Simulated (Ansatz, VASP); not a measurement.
# TiTeAs3: VASP beside Ansatz

```
Ti Te As
1.0
     4.68177    0.00000    0.00000
    -2.34088    4.05453    0.00000
     0.00000    0.00000    5.77985
Ti Te As
1 1 3
Direct
  0.33333 0.66667 0.50000
  0.66667 0.33333 0.00000
  0.00000 0.00000 0.75525
  0.00000 0.00000 0.24475
  0.66667 0.33333 0.50000
```

Change from the starting cell: species swapped into the GaNi3As type (P-6m2, No. 187).

Alike in both runs: task relaxation of cell and atoms; functional PBE; k mesh 6 × 6 × 4; occupations gaussian, width 0.1 eV; no spin polarisation.

|  | VASP | Ansatz |
| --- | --- | --- |
| version | VASP 6.6.1 | Ansatz 0.2.0 |
| potentials or method | VASP PAW PBE potentials, release 64 (Ti_sv, Te, As), cutoff 600 eV | scalar-relativistic, plane waves, PAW |
| valence electrons in the cell | 33 | 73 |

Ansatz gave:

```
gap on the k mesh at the Fermi level, each at its own relaxed structure (eV) : none
relaxed volume (Å³/atom)                                                     : 22.13
relaxed cell length with the largest relative difference (Å)                 : 5.947
```

Which values does VASP return?

gap on the k mesh at the Fermi level, each at its own relaxed structure (eV): none; relaxed volume (Å³/atom): 22.10; relaxed cell length with the largest relative difference (Å): 5.926.

A gap of «none» marks a metal or a gap that the smearing closes. VASP's potentials hold 33 valence electrons a cell and Ansatz's 73, so a difference there can come from the potentials and not from the codes.

Spin-orbit coupling is off throughout.
